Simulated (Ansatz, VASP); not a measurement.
# CoW3 in VASP and in Ansatz

Contents of INCAR:

```
SYSTEM = CoW3
PREC = Accurate ; ENCUT = 520
EDIFF = 1E-7 ; ISMEAR = 0
SIGMA = 0.15 ; LREAL = .False.
LASPH = .True. ; NELM = 60
ALGO = Fast ; ISIF = 2
LWAVE = .False. ; LCHARG = .False.
GGA = PS ; NBANDS = 34
```

KPOINTS

```
regular mesh
0
Gamma
  12 12 12
  0 0 0
```

POSCAR

```
CoW3
1.0
    3.8582449768      0.0000000000      0.0000000000
    0.0000000000      3.8582449768      0.0000000000
    0.0000000000      0.0000000000      3.6653327280
Co W
1 3
Direct
    0.0000000000      0.0000000000      0.0000000000
    0.0000000000      0.5000000000      0.5000000000
    0.5000000000      0.0000000000      0.5000000000
    0.5000000000      0.5000000000      0.0000000000
```

Input for Ansatz:

```yaml
crystal:
  lattice:
    - [3.8582449768, 0.0, 0.0]
    - [0.0, 3.8582449768, 0.0]
    - [0.0, 0.0, 3.665332728]
  atoms:
    - { symbol: Co, position: [0.0, 0.0, 0.0] }
    - { symbol: W, position: [0.0, 0.5, 0.5] }
    - { symbol: W, position: [0.5, 0.0, 0.5] }
    - { symbol: W, position: [0.5, 0.5, 0.0] }
basis:
  ecutwfc: 420
kpoints:
  mp_grid: { grid: [12, 12, 12] }
hamiltonian:
  xc: pbesol
scf:
  occupations: { method: gaussian, width: 0.15 }
output:
  forces: true
  stress: true
  eigenvalues: true
```

Change from the starting cell: strain +0.000 along x and y, -0.050 along z, atoms carried along.

Alike in both runs: task single point; functional PBEsol; k mesh 12 × 12 × 12; occupations gaussian, width 0.15 eV; no spin polarisation.

|  | VASP | Ansatz |
| --- | --- | --- |
| version | VASP 6.6.1 | Ansatz 0.2.0 |
| potentials or method | VASP PAW PBE potentials, release 64 (Co, W_sv), cutoff 520 eV | scalar-relativistic, plane waves, PAW |
| valence electrons in the cell | 51 | 59 |

```csv
,VASP,Ansatz,Ansatz less VASP
gap on the k mesh at the Fermi level (eV),none,none,-
pressure (GPa),18.0,17.2,-0.82
"traceless stress, the component that is largest in VASP (GPa)",0.85,0.95,+0.102
```

VASP's potentials were made for PBE, not for PBEsol. A gap of «none» marks a metal or a gap that the smearing closes. With one functional, cell and mesh, what is left measures potentials, basis and numerics. VASP's potentials hold 51 valence electrons a cell and Ansatz's 59, so a difference there can come from the potentials and not from the codes.

Spin-orbit coupling is off throughout.
